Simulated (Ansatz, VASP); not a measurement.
## Two plane-wave programs on TiAl3H

```
CELL_PARAMETERS angstrom
5.01332 0.00000 0.00000
2.16500 4.52174 0.00000
0.00000 0.00000 22.06772
ATOMIC_POSITIONS crystal
Al 0.50000 0.00000 0.18126
Al 0.00000 0.50000 0.18126
Al 0.00000 0.00000 0.24180
Al 0.00000 0.50000 0.30612
Al 0.50000 0.00000 0.30612
Al 0.50000 0.50000 0.36559
Ti 0.50000 0.50000 0.24180
Ti 0.00000 0.00000 0.36244
H 0.00000 0.93517 0.48341
H 0.00000 0.06483 0.48341
```

Alike in both runs: task single point; functional LDA; k mesh 6 × 6 × 1; occupations gaussian, width 0.1 eV; no spin polarisation.

|  | VASP | Ansatz |
| --- | --- | --- |
| version | VASP 6.6.1 | Ansatz 0.2.0 |
| potentials or method | VASP PAW LDA potentials, release 64 (Al, Ti_sv, H), cutoff 520 eV | scalar-relativistic, plane waves, PAW |
| valence electrons in the cell | 44 | 44 |

Ansatz gave:

```
gap on the k mesh at the Fermi level (eV) : none
rms of the force components (eV/Å)        : 1.535
```

Problem. Estimate VASP's values.

Solution. gap on the k mesh at the Fermi level (eV): none; rms of the force components (eV/Å): 1.548.

Ansatz warns that its potentials were made for another functional, while VASP's fit it. LDA's correlation is that of Perdew and Zunger in VASP and of Perdew and Wang (1992) in Ansatz. A gap of «none» marks a metal or a gap that the smearing closes.
